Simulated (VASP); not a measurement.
The system is GaP.

```
CELL_PARAMETERS angstrom
0.00000 2.72540 2.72540
2.72540 0.00000 2.72540
2.72540 2.72540 0.00000
ATOMIC_POSITIONS crystal
Ga 0.00000 0.00000 0.00000
P 0.25000 0.25000 0.25000
```

Program: VASP 6.6.1. Alike in all runs: task single point; potentials or basis VASP PAW PBE potentials, release 64 (Ga_d, P); no spin polarisation; cell as given. Hardware: 1 thread of Intel(R) Xeon(R) 6975P-C (Granite Rapids) (shared host).

Problem. Order these runs on this cell by their wall time, lowest first.
A. level r2SCAN; k mesh 8 × 8 × 8; cutoff (eV) 550; smearing gaussian 0.01 eV
B. level PBE; k mesh 4 × 4 × 4; cutoff (eV) 500; smearing gaussian 0.01 eV
C. level PBE; k mesh 8 × 8 × 8; cutoff (eV) 500; smearing fermi-dirac 0.02 eV

Solution. B (3.6 s), C (7.8 s), A (40 s).

Caveats: some runs use coarse meshes.
